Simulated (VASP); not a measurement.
# WS2: electric field gradients with LDA

The system is WS2.

```
W S
1.0
     3.18000    0.00000    0.00000
    -1.59000    2.75396    0.00000
     0.00000    0.00000   12.50000
W S
2 4
Direct
  0.33333 0.66667 0.25000
  0.66667 0.33333 0.75000
  0.33333 0.66667 0.62449
  0.66667 0.33333 0.12449
  0.33333 0.66667 0.87551
  0.66667 0.33333 0.37551
```

```
Program                : VASP 6.6.1
Task                   : electric field gradients
Functional             : LDA
Potentials or basis    : VASP PAW LDA potentials, release 64 (W_sv, S)
Cutoff                 : 520 eV
k mesh                 : 11 × 11 × 3
Occupations            : fermi-dirac, width 0.02 eV
Spin                   : collinear spin
Starting moments       : [2.0, 2.0, 0.0, 0.0, 0.0, 0.0] μB
Dipole correction      : no
Further INCAR settings : ALGO = Normal; EDIFF = 1e-08; NBANDS = 39
```

| Item | Value |
| --- | --- |
| Pressure | -5.9 GPa |
| Largest force | 0.435 eV/Å |
| Band gap on the k mesh | 0.98 eV (least direct gap 2.00 eV) |
| Net moment | 0.00 μB per cell |
| Largest electric field gradient by atom | W -160.3; S -46.4 V/Å² |
| Valence electrons inside the program's atomic spheres | W 12.05; S 3.70 |

Forces on the atoms (eV/Å):
```
W    0.000  0.000  0.000
W    0.000  0.000  0.000
S    0.000  0.000  0.435
S    0.000  0.000  0.435
S    0.000  0.000 -0.435
S    0.000  0.000 -0.435
```

Stress tensor (GPa, compression positive):
```
-6.30  0.00  0.00
 0.00 -6.30  0.00
 0.00  0.00 -5.12
```

Levels at points of the mesh, in eV from the valence-band top:
Spin up:
| k point | band 23 | band 24 | band 25 | band 26 | band 27 | band 28 | band 29 | band 30 |
| --- | --- | --- | --- | --- | --- | --- | --- | --- |
| (0.00, 0.00, 0.00) | -2.21 | -1.50 | -1.15 | 0.00 | 2.25 | 2.25 | 2.26 | 2.26 |
Spin down:
| k point | band 23 | band 24 | band 25 | band 26 | band 27 | band 28 | band 29 | band 30 |
| --- | --- | --- | --- | --- | --- | --- | --- | --- |
| (0.00, 0.00, 0.00) | -2.21 | -1.50 | -1.15 | 0.00 | 2.25 | 2.25 | 2.26 | 2.26 |

Electric field gradients, principal values (V/Å²):
```tsv
atom	least	middle	greatest (by size)
1 W	80.174	80.174	-160.348
2 W	80.174	80.174	-160.348
3 S	23.197	23.198	-46.394
4 S	23.197	23.198	-46.394
5 S	23.197	23.198	-46.394
6 S	23.197	23.198	-46.394
```

It took 7.9 min on 1 thread of Intel Xeon 8259CL, on a shared host, peak memory 0.32 GiB.

Caveat: the cell stands under tension; without QUAD_EFG the Cq values of the log hold for a quadrupole moment of 1 mb, not for the nuclei; spin-orbit coupling is left out, which moves the levels of the heavy elements. A k mesh can miss the band edges.
